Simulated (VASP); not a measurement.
**YHSe: single point with LDA**

The system is YHSe.

```xyz
3
Lattice="3.5337 0.0000 0.0000 -1.7668 3.0602 0.0000 0.0000 0.0000 4.2288" Properties=species:S:1:pos:R:3 pbc="T T T"
Y     0.0000    0.0000    0.0000
H     0.0000    2.0402    0.0000
Se    1.7668    1.0201    2.1144
```

This cell differs from its parent crystal: strain -0.080 along x and y, +0.080 along z.

| Item | Value |
| --- | --- |
| Program | VASP 6.6.1 |
| Task | single point |
| Functional | LDA |
| Potentials or basis | VASP PAW LDA potentials, release 64 (Y_sv, H, Se) |
| Cutoff | 520 eV |
| k mesh | 9 × 9 × 8 |
| Occupations | gaussian, width 0.05 eV |
| Spin | no spin polarisation |

The pressure is 3.5 GPa and the band gap on the k mesh is 1.36 eV (least direct gap 1.83 eV).

Stress tensor (GPa, compression positive):
```
 13.39   0.00   0.00
  0.00  13.39   0.00
  0.00   0.00 -16.29
```

Levels at points of the mesh, in eV from the valence-band top:
| k point | band 7 | band 8 | band 9 | band 10 | band 11 | band 12 |
| --- | --- | --- | --- | --- | --- | --- |
| (0.00, 0.00, 0.00) | -2.32 | -0.50 | -0.50 | 2.82 | 3.67 | 3.67 |
| (0.00, 0.00, 0.50) | -0.76 | 0.00 | 0.00 | 1.83 | 1.83 | 4.56 |

Run time: 20 s on 1 thread of Intel(R) Xeon(R) Platinum 8488C (Sapphire Rapids) (shared host), peak memory 0.19 GiB.

Caveat: the cell differs from its parent crystal (strain -0.080 along x and y, +0.080 along z); the stress differs along the axes, from -16 to 13 GPa. A k mesh can miss the band edges.
